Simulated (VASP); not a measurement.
# Sr3Al2O (R-3m) in VASP: further runs, part 2 of 2

VASP 6.6.1. Earlier steps stand in the parts before.

**4. Relaxation of cell and atoms, PBE**

Contents of INCAR:

```
PREC = Accurate
ENCUT = 600
EDIFF = 1E-6
ISMEAR = 0
SIGMA = 0.1
LREAL = False
LASPH = True
NELM = 80
ALGO = Normal
ISIF = 3
LWAVE = False
LCHARG = False
GGA = PE
IBRION = 2
NSW = 100
EDIFFG = -0.01
```

Contents of KPOINTS:

```
Automatic mesh
0
Gamma
  6 6 6
```

Contents of POSCAR:

```
Sr3Al2O
1.0
    3.6124867962      2.0856702243      3.6313839984
   -3.6124867962      2.0856702243      3.6313839984
    0.0000000000     -4.1713404485      3.6313839984
Sr Al O
3 2 1
Direct
    0.0000000000      0.5000000000      0.5000000000
    0.5000000000      0.5000000000      0.0000000000
    0.5000000000      0.0000000000      0.5000000000
    0.1098648250      0.1098648250      0.1098648250
    0.8901351750      0.8901351750      0.8901351750
    0.5000000000      0.5000000000      0.5000000000
```

Potentials or basis: VASP PAW PBE potentials, release 64 (Sr_sv, Al, O).

The run is started by

```
> cat potpaw_PBE.64/Sr_sv/POTCAR potpaw_PBE.64/Al/POTCAR potpaw_PBE.64/O/POTCAR > POTCAR
> mpirun -np 1 vasp_std > vasp.out
```

OUTCAR:

```text
PREC = Accurate
   ENCUT = 600
   EDIFF = 1E-6
   ISMEAR = 0
   LREAL = False
   LASPH = True
   NELM = 80
   ISIF = 3
   GGA = PE
   IBRION = 2
   NSW = 100
   EDIFFG = -0.01

 ion  position               nearest neighbor table
   1  0.000  0.500  0.500-   6 2.77   6 2.77   4 3.21   5 3.21   3 3.61   3 3.61   2 3.61   2 3.61
                             4 3.81   5 3.81   5 3.81   4 3.81   2 4.19   2 4.19   3 4.19   3 4.19
   2  0.500  0.500  0.000-   6 2.77   6 2.77   4 3.21   5 3.21   3 3.61   1 3.61   3 3.61   1 3.61
                             4 3.81   5 3.81   4 3.81   5 3.81   3 4.19   1 4.19   3 4.19   1 4.19
   3  0.500  0.000  0.500-   6 2.77   6 2.77   4 3.21   5 3.21   1 3.61   1 3.61   2 3.61   2 3.61
                             4 3.81   5 3.81   4 3.81   5 3.81   2 4.19   2 4.19   1 4.19   1 4.19
   4  0.110  0.110  0.110-   5 2.39   3 3.21   1 3.21   2 3.21   2 3.81   2 3.81   1 3.81   3 3.81
                             1 3.81   3 3.81
   5  0.890  0.890  0.890-   4 2.39   3 3.21   1 3.21   2 3.21   2 3.81   2 3.81   1 3.81   3 3.81
                             1 3.81   3 3.81
   6  0.500  0.500  0.500-   1 2.77   3 2.77   3 2.77   1 2.77   2 2.77   2 2.77

  LATTYP: Found a trigonal (rhomboedric) cell.
 ALAT       =     5.5305543014
 COS(alpha) =     0.1466931914

[... 248 lines left out ...]
  band No.  band energies     occupation
      1     -32.3731      2.00000
      2     -32.3015      2.00000
      3     -32.3015      2.00000
      4     -14.8113      2.00000
      5     -14.5660      2.00000
      6     -14.5660      2.00000
[... 661 lines left out ...]
     24       5.0388      0.00000
     25       5.5637      0.00000

 [... further k-points ...]

------------------------ aborting loop because EDIFF is reached ----------------------------------------

  FORCE on cell =-STRESS in cart. coord.  units (eV):
  Direction    XX          YY          ZZ          XY          YZ          ZX
  --------------------------------------------------------------------------------------
  -------------------------------------------------------------------------------------
  Total       -0.0020498     -0.0020498      0.0421580     -0.0000000      0.0000000      0.0000000
  in kB       -0.0200136     -0.0200136      0.4116260     -0.0000000      0.0000000      0.0000000
  external PRESSURE =       0.1238663 kB  Pullay stress =       0.0000000 kB

 VOLUME and BASIS-vectors are now :
 -----------------------------------------------------------------------------
  energy-cutoff  :      600.00
  volume of cell :      164.09
      direct lattice vectors                 reciprocal lattice vectors
     3.612962797  2.085945044  3.628860631     0.138390575  0.079899836  0.091856196
    -3.612962797  2.085945044  3.628860631    -0.138390575  0.079899836  0.091856196
     0.000000000 -4.171890087  3.628860631     0.000000000 -0.159799672  0.091856196

 POSITION                                       TOTAL-FORCE (eV/Angst)
 -----------------------------------------------------------------------------------
     -1.80648     -1.04297      3.62886        -0.000000      0.000000     -0.000000
      0.00000      2.08595      3.62886         0.000000      0.000000     -0.000000
      1.80648     -1.04297      3.62886        -0.000000      0.000000     -0.000000
      0.00000      0.00000      1.19434         0.000000      0.000000      0.006594
      0.00000      0.00000      9.69225        -0.000000     -0.000000     -0.006594
      0.00000      0.00000      5.44329        -0.000000     -0.000000     -0.000000
 -----------------------------------------------------------------------------------
    total drift:                                0.000000      0.000000     -0.000000

  FREE ENERGIE OF THE ION-ELECTRON SYSTEM (eV)
  ---------------------------------------------------
  free  energy   TOTEN  =       -22.2855050780 eV

  energy  without entropy=      -22.2806014068  energy(sigma->0) =      -22.28305324

 reached required accuracy - stopping structural energy minimisation
```

CONTCAR:

```text
Sr3Al2O
   1.00000000000000
     3.6129627973015719    2.0859450436641227    3.6288606307839024
    -3.6129627973015719    2.0859450436641227    3.6288606307839024
     0.0000000000000000   -4.1718900872283013    3.6288606307839424
  Sr              Al              O
     3     2     1
Direct
     0.0000000000000000    0.5000000000000000    0.5000000000000000
     0.5000000000000000    0.5000000000000000    0.0000000000000000
     0.5000000000000000    0.0000000000000000    0.5000000000000000
     0.1097071993706397    0.1097071993706397    0.1097071993706397
     0.8902928006293603    0.8902928006293603    0.8902928006293603
     0.5000000000000000    0.5000000000000000    0.5000000000000000

  0.00000000E+00  0.00000000E+00  0.00000000E+00
  0.00000000E+00  0.00000000E+00  0.00000000E+00
  0.00000000E+00  0.00000000E+00  0.00000000E+00
  0.00000000E+00  0.00000000E+00  0.00000000E+00
  0.00000000E+00  0.00000000E+00  0.00000000E+00
  0.00000000E+00  0.00000000E+00  0.00000000E+00
```

Run time: 4.3 min. Hardware: 1 thread of Intel Xeon 8259CL, shared host; peak memory 0.44 GiB.

What came out:

| Item | Value |
| --- | --- |
| Free energy | -22.2855 eV |
| Relaxed volume | 27.35 Å³/atom |
| Relaxed cell | a = 5.529 Å, b = 5.529 Å, c = 5.529 Å, α = 81.60°, β = 81.60°, γ = 81.60° |
| Space group after relaxing (to 0.1 Å) | R-3m (No. 166) |
| Energy gained by relaxing | 0.0 meV/atom |
| Ionic steps | 2 |
| Pressure after relaxing | 0.0 GPa |
| Largest force after relaxing | 0.007 eV/Å |
| Band gap on the k mesh | zero (bands 21 and 22 overlap by 0.37 eV) |

Forces in eV/Å, atoms in the order of the input:
```
Sr   0.000  0.000  0.000
Sr   0.000  0.000  0.000
Sr   0.000  0.000  0.000
Al   0.000  0.000  0.007
Al   0.000  0.000 -0.007
O    0.000  0.000  0.000
```

Final structure:
```cif
data_structure
_symmetry_space_group_name_H-M 'P 1'
_symmetry_Int_Tables_number 1
_cell_length_a 5.5293
_cell_length_b 5.5293
_cell_length_c 5.5293
_cell_angle_alpha 81.600
_cell_angle_beta 81.600
_cell_angle_gamma 81.600
_cell_volume 164.09
loop_
_atom_site_label
_atom_site_type_symbol
_atom_site_fract_x
_atom_site_fract_y
_atom_site_fract_z
_atom_site_occupancy
Sr1 Sr 0.00000 0.50000 0.50000 1
Sr2 Sr 0.50000 0.50000 0.00000 1
Sr3 Sr 0.50000 0.00000 0.50000 1
Al1 Al 0.10971 0.10971 0.10971 1
Al2 Al 0.89029 0.89029 0.89029 1
O1 O 0.50000 0.50000 0.50000 1
```

**5. The runs side by side**

| task | cell | cutoff (eV) | gap on the mesh (eV) | pressure (GPa) | relaxed volume (Å³/atom) | largest force (eV/Å) |
| --- | --- | --- | --- | --- | --- | --- |
| single point | a = 5.531 Å, angles 81.6°, 6 atoms, atomic positions A | 520 | none | 0.0 | - | 0.04 |
| relaxation of cell and atoms | relaxed from a = 5.726 Å, angles 60.6°, 6 atoms, atomic positions B | 600 | none | 0.0 | 27.08 | 0.01 |
| relaxation of cell and atoms | relaxed from a = 5.531 Å, angles 81.6°, 6 atoms, atomic positions A | 600 | none | 0.0 | 27.35 | 0.01 |

Alike in all rows: level PBE; potentials or basis VASP PAW PBE potentials, release 64 (Sr_sv, Al, O); no spin polarisation; k mesh 6 × 6 × 6; smearing gaussian 0.1 eV.

Caveats: the volume moved by over 15 % at a fixed basis, so the end points are rough (at least some runs).

Absolute energies hang on the potentials; compare differences alone.
